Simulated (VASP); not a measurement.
A run of VASP 6.6.1 is set up as follows.

Contents of INCAR:

```
SYSTEM = Rb
  ALGO = Normal
  EDIFF = 1E-7
  ENCUT = 520
  GGA = CA
  ISIF = 2
  ISMEAR = 0
  LASPH = .True.
  LCHARG = .False.
  LREAL = .False.
  LWAVE = .False.
  NBANDS = 16
  NELM = 100
  PREC = Accurate
  SIGMA = 0.15
```

KPOINTS

```
k-points
0
Gamma
  12 12 6
  0 0 0
```

The input POSCAR:

```
Rb
1.0
    5.0882069760      0.0000000000      0.0000000000
   -2.5441034880      4.4065165009      0.0000000000
    0.0000000000      0.0000000000      8.4420579800
Rb
2
Direct
    0.3333333333      0.6666666667      0.2500000000
    0.6666666667      0.3333333333      0.7500000000
```

Potentials or basis: VASP PAW LDA potentials, release 64 (Rb_sv).

Run with:

```sh
$ cat potpaw_LDA.64/Rb_sv/POTCAR > POTCAR
$ mpirun -np 1 vasp_std > vasp.out
```

(1) What does it give for the pressure?

(2) What does it give for the band gap on the k mesh?

Results:

(1) -0.5 GPa.

(2) zero (band 9 reaches 0.82 eV, above the bottom of band 10 at -1.58 eV).
